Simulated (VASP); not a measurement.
Mg7CdO8: single point with PBEsol

Mg7CdO8:

```
O Mg Cd
1.0
     8.58822    0.00000    0.00000
     0.00000    8.58822    0.00000
     0.00000    0.00000    8.58822
O Mg Cd
32 28 4
Direct
  0.25050 0.99828 0.00009
  0.25074 0.99888 0.49946
  0.25015 0.50248 0.99995
  0.25036 0.50079 0.49958
  0.74947 0.98857 0.00018
  0.75002 0.99789 0.49979
  0.74898 0.51755 0.00062
  0.74921 0.50200 0.49980
  0.01216 0.25164 0.99942
  0.00170 0.25069 0.50052
  0.00194 0.75013 0.99797
  0.00072 0.74934 0.50197
  0.48757 0.25062 0.99712
  0.49863 0.25017 0.50141
  0.49824 0.74945 0.98649
  0.50095 0.74887 0.51267
  0.00290 0.00242 0.24947
  0.00257 0.00103 0.75030
  0.01391 0.49810 0.24973
  0.01423 0.49912 0.75049
  0.49871 0.01224 0.24931
  0.49801 0.00164 0.74997
  0.48430 0.48483 0.24858
  0.48537 0.49681 0.74982
  0.24831 0.24718 0.25164
  0.24940 0.24728 0.74783
  0.23855 0.75197 0.25032
  0.24866 0.75232 0.74910
  0.75254 0.23545 0.26344
  0.75043 0.23459 0.73634
  0.76539 0.76579 0.25268
  0.75304 0.76441 0.74859
  0.00297 0.99850 0.99983
  0.00102 0.99998 0.49999
  0.00774 0.50272 0.99982
  0.00516 0.50008 0.50009
  0.49764 0.00003 0.99760
  0.49989 0.00151 0.50177
  0.49210 0.50022 0.99711
  0.49502 0.49760 0.50240
  0.24982 0.24940 0.99968
  0.24985 0.24914 0.49990
  0.24839 0.75089 0.99762
  0.24840 0.75039 0.50177
  0.75032 0.24489 0.50001
  0.75317 0.75492 0.99695
  0.75301 0.75455 0.50244
  0.24863 0.00131 0.25002
  0.24999 0.99983 0.74949
  0.24844 0.49800 0.25009
  0.24975 0.50005 0.74941
  0.75280 0.00036 0.25195
  0.75046 0.99876 0.74791
  0.00462 0.24800 0.25233
  0.00481 0.24774 0.74760
  0.00254 0.75250 0.25022
  0.00271 0.75256 0.74967
  0.49498 0.24775 0.25231
  0.49500 0.24738 0.74749
  0.49771 0.75253 0.74955
  0.74987 0.24871 0.99999
  0.75087 0.49989 0.25068
  0.74993 0.50043 0.74958
  0.50083 0.74998 0.24957
```

```yaml
Program: VASP 6.6.1
Task: single point
Functional: PBEsol
Potentials_or_basis: VASP PAW PBE potentials, release 64 (O, Mg, Cd)
Cutoff: 700 eV
k_mesh: 1 × 1 × 1, shifted
Occupations: fermi-dirac, width 0.05 eV
Spin: no spin polarisation
```

```json
{
  "Pressure": "-0.2 GPa",
  "Largest force": "0.112 eV/Å",
  "Band gap on the k mesh": "3.72 eV"
}
```

Forces in eV/Å, atoms in the order of the input:
```
O    0.002 -0.003  0.001
O    0.003 -0.004 -0.002
O    0.000  0.004  0.002
O    0.004  0.005 -0.003
O   -0.004 -0.092  0.002
O   -0.002 -0.004 -0.002
O   -0.003  0.083 -0.003
O   -0.002  0.005  0.000
O    0.077  0.006  0.000
O   -0.002  0.003  0.001
O   -0.002 -0.003  0.000
O   -0.003 -0.003  0.003
O   -0.077  0.004 -0.003
O    0.001  0.002  0.001
O    0.002 -0.004 -0.080
O    0.003 -0.004  0.078
O   -0.002  0.001 -0.001
O    0.001  0.002  0.002
O    0.079 -0.003 -0.002
O    0.073 -0.002  0.003
O   -0.001  0.085 -0.002
O   -0.001  0.003  0.002
O   -0.068 -0.077 -0.002
O   -0.072 -0.002  0.002
O    0.001  0.000 -0.001
O    0.000 -0.001  0.000
O   -0.082  0.002  0.001
O   -0.001  0.002  0.000
O    0.001 -0.079  0.080
O    0.000 -0.074 -0.080
O    0.075  0.073 -0.002
O    0.001  0.075  0.000
Mg   0.005 -0.006  0.001
Mg   0.000  0.000  0.000
Mg   0.014  0.006  0.000
Mg   0.009  0.000  0.000
Mg  -0.005  0.000 -0.005
Mg   0.001  0.007  0.006
Mg  -0.015  0.001 -0.005
Mg  -0.010 -0.007  0.007
Mg   0.001  0.001  0.001
Mg   0.000  0.001  0.000
Mg  -0.007  0.000 -0.005
Mg  -0.006 -0.001  0.006
Mg  -0.001 -0.010 -0.001
Mg   0.006  0.008 -0.007
Mg   0.007  0.010  0.007
Mg  -0.006  0.006 -0.001
Mg   0.000  0.000  0.000
Mg  -0.007 -0.005  0.000
Mg   0.000  0.000  0.000
Mg   0.004  0.001  0.005
Mg   0.000 -0.006 -0.006
Mg   0.010 -0.006  0.006
Mg   0.010 -0.006 -0.006
Mg   0.004  0.005  0.000
Mg   0.005  0.005  0.000
Mg  -0.010 -0.006  0.007
Mg  -0.010 -0.006 -0.007
Mg  -0.005  0.006  0.000
Cd  -0.002  0.005  0.001
Cd   0.000  0.000  0.000
Cd  -0.001 -0.003  0.003
Cd   0.006 -0.003 -0.002
```

Stress tensor (GPa, compression positive):
```
-0.35  0.02 -0.10
 0.02 -0.31 -0.17
-0.10 -0.17 -0.08
```

Levels at points of the mesh, in eV from the valence-band top:
| k point | band 145 | band 146 | band 147 | band 148 | band 149 | band 150 | band 151 | band 152 |
| --- | --- | --- | --- | --- | --- | --- | --- | --- |
| (0.25, 0.25, 0.25) | -0.55 | -0.48 | -0.43 | 0.00 | 3.72 | 4.85 | 5.33 | 5.60 |

Run time: 5.7 min on 1 thread of Intel(R) Xeon(R) 6975P-C (Granite Rapids), on a shared host, peak memory 1 GiB.

Caveat: the PAW data sets were made with another functional, which shifts forces and pressure a little; a shifted mesh leaves out Γ, where band edges can lie. A k mesh can miss the band edges.
